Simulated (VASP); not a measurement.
# CdS in VASP: notebook, part 3 of 3

VASP 6.6.1. Earlier steps stand in the parts before.

## 5. Electric field gradients, PBE (z stretched by +2 % at fixed volume)

INCAR

```
ALGO = Normal ; EDIFF = 1E-8
ENCUT = 520 ; GGA = PE
ISIF = 2 ; ISMEAR = -1
LASPH = T ; LCHARG = F
LEFG = T ; LREAL = F
LWAVE = F ; NBANDS = 16
NELM = 60 ; PREC = Accurate
SIGMA = 0.01
```

KPOINTS

```
k-points
0
Gamma
  8 8 8
```

POSCAR

```
CdS
1.0
    0.0000000000      2.8813293501      2.9682000000
    2.8813293501      0.0000000000      2.9682000000
    2.8813293501      2.8813293501      0.0000000000
Cd S
1 1
Direct
    0.0000000000      0.0000000000      0.0000000000
    0.7500000000      0.7500000000      0.7500000000
```

Potentials or basis: VASP PAW PBE potentials, release 64 (Cd, S).

Launch:

```
cat potpaw_PBE.64/Cd/POTCAR potpaw_PBE.64/S/POTCAR > POTCAR
mpirun -np 1 vasp_std > vasp.out
```

OUTCAR:

```text
EDIFF = 1E-8
   ENCUT = 520
   GGA = PE
   ISIF = 2
   ISMEAR = -1
   LASPH = T
   LREAL = F
   NELM = 60
   PREC = Accurate

 ion  position               nearest neighbor table
   1  0.000  0.000  0.000-   2 2.52   2 2.52   2 2.52   2 2.52
   2  0.750  0.750  0.750-   1 2.52   1 2.52   1 2.52   1 2.52

  LATTYP: Found a body centered tetragonal cell.
 ALAT       =     4.0748150446
 C/A-ratio  =     1.4568513994

  Lattice vectors:

 A1 = (  -2.8813293501,   0.0000000000,   2.9682000000)
 A2 = (   2.8813293501,   0.0000000000,   2.9682000000)
 A3 = (   0.0000000000,   2.8813293501,  -2.9682000000)

Analysis of symmetry for initial positions (statically):
=====================================================================
 Subroutine PRICEL returns:
 Original cell was already a primitive cell.

 Routine SETGRP: Setting up the symmetry group for a
[... 644 lines left out ...]
  energy-cutoff  :      520.00
  volume of cell :       49.28
      direct lattice vectors                 reciprocal lattice vectors
     0.000000000  2.881329350  2.968200000    -0.173531013  0.173531013  0.168452261
     2.881329350  0.000000000  2.968200000     0.173531013 -0.173531013  0.168452261
     2.881329350  2.881329350  0.000000000     0.173531013  0.173531013 -0.168452261

 POSITION                                       TOTAL-FORCE (eV/Angst)
 -----------------------------------------------------------------------------------
      0.00000      0.00000      0.00000         0.000000      0.000000     -0.000000
      4.32199      4.32199      4.45230        -0.000000     -0.000000      0.000000
 -----------------------------------------------------------------------------------
    total drift:                               -0.000001     -0.000001      0.000001

  FREE ENERGIE OF THE ION-ELECTRON SYSTEM (eV)
  ---------------------------------------------------
  free  energy   TOTEN  =        -6.1126227829 eV

  energy  without entropy=       -6.1126227829  energy(sigma->0) =       -6.11262278

 Electric field gradients (V/A^2)
---------------------------------------------------------------------
 ion       V_xx      V_yy      V_zz      V_xy      V_xz      V_yz
---------------------------------------------------------------------
   1       4.669     4.669    -9.337    -0.001     0.001     0.001
   2      -2.936    -2.936     5.872     0.000    -0.001    -0.001
---------------------------------------------------------------------

 Electric field gradients after diagonalization (V/A^2)
 (convention: |V_zz| > |V_xx| > |V_yy|)
----------------------------------------------------------------------
 ion       V_xx      V_yy      V_zz     asymmetry (V_yy - V_xx)/ V_zz
----------------------------------------------------------------------
   1       4.669     4.668    -9.337       0.000
   2      -2.936    -2.936     5.872       0.000
----------------------------------------------------------------------

           NMR quadrupolar parameters

 Cq : quadrupolar parameter    Cq=e*Q*V_zz/h
 eta: asymmetry parameters     (V_yy - V_xx)/ V_zz
 Q  : nuclear electric quadrupole moment in mb (millibarn)
----------------------------------------------------------------------
 ion       Cq(MHz)       eta       Q (mb)
----------------------------------------------------------------------
   1      -0.023       0.000       1.000
   2       0.014       0.000       1.000
----------------------------------------------------------------------
```

OSZICAR:

```text
N       E                     dE             d eps       ncg     rms          rms(c)
DAV:   1     0.108696375578E+03    0.10870E+03   -0.90470E+03  1928   0.103E+03
DAV:   2    -0.240477283624E+01   -0.11110E+03   -0.10522E+03  2304   0.252E+02
DAV:   3    -0.663073129810E+01   -0.42260E+01   -0.42191E+01  2328   0.517E+01
DAV:   4    -0.665624866883E+01   -0.25517E-01   -0.25515E-01  2472   0.394E+00
DAV:   5    -0.665658634582E+01   -0.33768E-03   -0.33767E-03  2296   0.425E-01    0.824E+00
DAV:   6    -0.613187134851E+01    0.52471E+00   -0.83351E-01  2808   0.116E+01    0.659E+00
DAV:   7    -0.611222450075E+01    0.19647E-01   -0.20099E-01  2376   0.307E+00    0.319E+00
DAV:   8    -0.611251961715E+01   -0.29512E-03   -0.18567E-02  2280   0.173E+00    0.315E-01
DAV:   9    -0.611243282082E+01    0.86796E-04   -0.21698E-03  2328   0.697E-01    0.582E-02
DAV:  10    -0.611254914799E+01   -0.11633E-03   -0.24676E-04  2416   0.164E-01    0.656E-02
DAV:  11    -0.611262957139E+01   -0.80423E-04   -0.12493E-04  2168   0.910E-02    0.209E-02
DAV:  12    -0.611262186198E+01    0.77094E-05   -0.25728E-05  2656   0.668E-02    0.103E-02
DAV:  13    -0.611262315237E+01   -0.12904E-05   -0.45229E-06  2256   0.130E-02    0.136E-02
DAV:  14    -0.611262282826E+01    0.32411E-06   -0.38534E-07  2504   0.348E-03    0.507E-03
DAV:  15    -0.611262281742E+01    0.10841E-07   -0.26196E-08  2296   0.106E-03    0.189E-03
DAV:  16    -0.611262278387E+01    0.33548E-07   -0.10359E-08  2056   0.641E-04    0.215E-04
DAV:  17    -0.611262278285E+01    0.10243E-08   -0.16411E-09  1232   0.321E-04
   1 F= -.61126228E+01 E0= -.61126228E+01  d E =-.131355E-13
```

Run time: 32 s. Hardware: 1 thread of AMD EPYC 9R14 (Zen 4), shared host; peak memory 0.17 GiB.

Results:

```yaml
Free_energy: -6.1126 eV
Pressure: 3.6 GPa
Band_gap_on_the_k_mesh: 1.13 eV, direct
```

Levels at points of the mesh, in eV from the valence-band top:
| k point | band 5 | band 6 | band 7 | band 8 | band 9 | band 10 | band 11 | band 12 | band 13 | band 14 |
| --- | --- | --- | --- | --- | --- | --- | --- | --- | --- | --- |
| (0.00, 0.00, 0.00) | -7.30 | -7.29 | -0.09 | 0.00 | 0.00 | 1.13 | 6.52 | 6.52 | 6.52 | 11.19 |
| (0.50, 0.00, 0.00) | -7.25 | -6.91 | -4.47 | -0.85 | -0.73 | 2.99 | 6.88 | 7.10 | 7.47 | 11.07 |
| (0.50, 0.50, 0.00) | -7.21 | -6.89 | -4.13 | -1.85 | -1.85 | 3.59 | 4.50 | 9.03 | 10.84 | 10.84 |
| (0.50, 0.00, 0.50) | -7.20 | -6.82 | -3.95 | -2.00 | -1.94 | 3.48 | 4.25 | 9.33 | 10.59 | 10.91 |

Electric field gradients, principal values (V/Å²):
| atom | least | middle | greatest (by size) |
| --- | --- | --- | --- |
| 1 Cd | 4.668 | 4.669 | -9.337 |
| 2 S | -2.936 | -2.936 | 5.872 |

Caveat: without QUAD_EFG the Cq values of the log hold for a quadrupole moment of 1 mb, not for the nuclei.

## 6. Overview

```csv
cell,k mesh,gap on the mesh (eV),pressure (GPa)
"a = 4.115 Å, angles 60.0°, 2 atoms",2 × 2 × 2,1.01,7.0
"a = 4.115 Å, angles 60.0°, 2 atoms",6 × 6 × 6,1.16,3.7
"a = 4.115 Å, angles 60.0°, 2 atoms",11 × 11 × 11,1.16,3.7
"a = 4.137, b = 4.137, c = 4.075 Å, angles 60.5, 60.5, 59.0°, 2 atoms",8 × 8 × 8,1.13,3.6
```

Alike in all rows: task electric field gradients; level PBE; potentials or basis VASP PAW PBE potentials, release 64 (Cd, S); no spin polarisation; cutoff (eV) 520; smearing fermi-dirac 0.01 eV.

Caveats: some runs use coarse meshes.

Total energies depend on the potentials used, so only differences within one code and one set of settings carry meaning.
